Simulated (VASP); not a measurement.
Set up this calculation in VASP 6.6.1, as the native input.

```yaml
Task: single point
Functional: PBE
Potentials_or_basis: VASP PAW PBE potentials, release 64 (Ca_sv)
Cutoff: 520 eV
k_mesh: 4 × 4 × 10
Occupations: gaussian, width 0.1 eV
Spin: no spin polarisation
Dipole_correction: no
Further_INCAR_settings: ALGO = Fast; EDIFF = 1e-06; NBANDS = 39
```

The structure of Ca lies in POSCAR:

```
Ca
1.0
    9.1723560567      0.0000000000      0.0000000000
    0.0000000000      9.1723560567      0.0000000000
    0.0000000000      0.0000000000      3.5554496933
Ca
6
Direct
    0.1465189935      0.3534810065      0.0000000000
    0.3534810065      0.8534810065      0.0000000000
    0.8534810065      0.6465189935      0.0000000000
    0.6465189935      0.1465189935      0.0000000000
    0.0000000000      0.0000000000      0.0000000000
    0.5000000000      0.5000000000      0.0000000000
```

The cell was generated, and may not be a known phase.

These files were run (other wordings do the same):

INCAR

```
PREC = Accurate
ENCUT = 520
EDIFF = 1E-6
ISMEAR = 0
SIGMA = 0.1
LREAL = F
LASPH = T
NELM = 100
ALGO = Fast
ISIF = 2
LWAVE = F
LCHARG = F
GGA = PE
NBANDS = 39
```

KPOINTS

```
Automatic mesh
0
Gamma
  4 4 10
```

Potentials or basis: VASP PAW PBE potentials, release 64 (Ca_sv).

Run with:

```sh
$ cat potpaw_PBE.64/Ca_sv/POTCAR > POTCAR
$ mpirun -np 1 vasp_std > vasp.out
```

Results of the run:

| Quantity | Value |
| --- | --- |
| Pressure | 0.0 GPa |
| Band gap on the k mesh | zero (bands 30 and 31 overlap by 0.88 eV) |

Run time: 14 min on 1 thread of AMD EPYC 7R43 64-Core Processor (Zen 3), on a shared host, peak memory 0.49 GiB.
